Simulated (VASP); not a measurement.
A run of VASP 6.6.1:

Contents of INCAR:

```
PREC = Accurate
ENCUT = 600
EDIFF = 1E-6
ISMEAR = -1
SIGMA = 0.1
LREAL = F
LASPH = T
NELM = 60
ALGO = Normal
ISIF = 3
LWAVE = F
LCHARG = F
GGA = PE
IBRION = 2
NSW = 60
EDIFFG = -0.03
```

Contents of KPOINTS:

```
Automatic mesh
0
Gamma
  18 18 18
```

POSCAR

```
Ir
1.0
    0.0000000000      1.9356832712      1.9356832712
    1.9356832712      0.0000000000      1.9356832712
    1.9356832712      1.9356832712      0.0000000000
Ir
1
Direct
    0.0000000000      0.0000000000      0.0000000000
```

Potentials or basis: VASP PAW PBE potentials, release 64 (Ir).

Command:

```bash
$ cat potpaw_PBE.64/Ir/POTCAR > POTCAR
$ mpirun -np 1 vasp_std > vasp.out
```

Hardware: 1 thread of Intel(R) Xeon(R) 6975P-C (Granite Rapids), with other jobs on the host.

Question: How long does it take, and how much memory?

Answer: Wall time 17 s on 1 thread of Intel(R) Xeon(R) 6975P-C (Granite Rapids), on a shared host, peak memory 0.17 GiB. Counts: scf iterations 21, k points 195, ion steps 3.
